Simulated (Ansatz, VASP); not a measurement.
**Two plane-wave programs on BeCdCu3**

```
Be Cd Cu
1.0
     4.12718    0.00000    0.00000
     0.00000    4.12718    0.00000
     0.00000    0.00000    4.12718
Be Cd Cu
1 1 3
Direct
  0.50000 0.50000 0.50000
  0.00000 0.00000 0.00000
  0.00000 0.50000 0.50000
  0.50000 0.00000 0.50000
  0.50000 0.50000 0.00000
```

Change from the starting cell: species swapped into the LuBPd3 type (Pm-3m, No. 221).

Alike in both runs: functional PBE; k mesh 10 × 10 × 10; occupations gaussian, width 0.1 eV; no spin polarisation.

Ansatz relaxed the structure, and its values are those at the end. VASP's run is a single point on that final structure, the one shown.

|  | VASP | Ansatz |
| --- | --- | --- |
| version | VASP 6.6.1 | Ansatz 0.2.0 |
| potentials or method | VASP PAW PBE potentials, release 64 (Be, Cd, Cu), cutoff 520 eV | scalar-relativistic, plane waves, PAW |
| valence electrons in the cell | 47 | 79 |

|  | VASP | Ansatz | Ansatz less VASP |
| --- | --- | --- | --- |
| gap on the k mesh at the Fermi level (eV) | none | none | - |
| pressure (GPa) | 0.3 | 0.0 | -0.28 |

A gap of «none» marks a metal or a gap that the smearing closes. With one functional, cell and mesh, what is left measures potentials, basis and numerics. VASP's potentials hold 47 valence electrons a cell and Ansatz's 79, so a difference there can come from the potentials and not from the codes.
